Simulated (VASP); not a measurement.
A run of VASP 6.6.1:

INCAR

```
SYSTEM = ReS
PREC = Accurate ; ENCUT = 520
EDIFF = 1E-7 ; ISMEAR = 0
SIGMA = 0.1 ; LREAL = .FALSE.
LASPH = .TRUE. ; NELM = 150
ALGO = Normal ; ISIF = 2
LWAVE = .FALSE. ; LCHARG = .FALSE.
ISPIN = 2 ; MAGMOM = 3.5 0
LORBIT = 11 ; LMAXMIX = 4
GGA = PS ; NBANDS = 18
```

File KPOINTS:

```
Automatic mesh
0
G
  14 14 14
  0 0 0
```

File POSCAR:

```
ReS
1.0
    0.0000000000      2.6554763121      2.6554763121
    2.6554763121      0.0000000000      2.6554763121
    2.6554763121      2.6554763121      0.0000000000
Re S
1 1
Direct
    0.0000000000      0.0000000000      0.0000000000
    0.5000000000      0.5000000000      0.5000000000
```

Potentials or basis: VASP PAW PBE potentials, release 64 (Re, S).

Run with:

```console
$ cat potpaw_PBE.64/Re/POTCAR potpaw_PBE.64/S/POTCAR > POTCAR
$ mpirun -np 1 vasp_std > vasp.out
```

Hardware: 1 thread of Intel Xeon 8259CL, with other jobs on the host.

Task: How long does it take, and how much memory?

Result: Wall time 3.6 min on 1 thread of Intel Xeon 8259CL, with other jobs on the host, peak memory 0.25 GiB. Counts: scf iterations 15, k points 104.
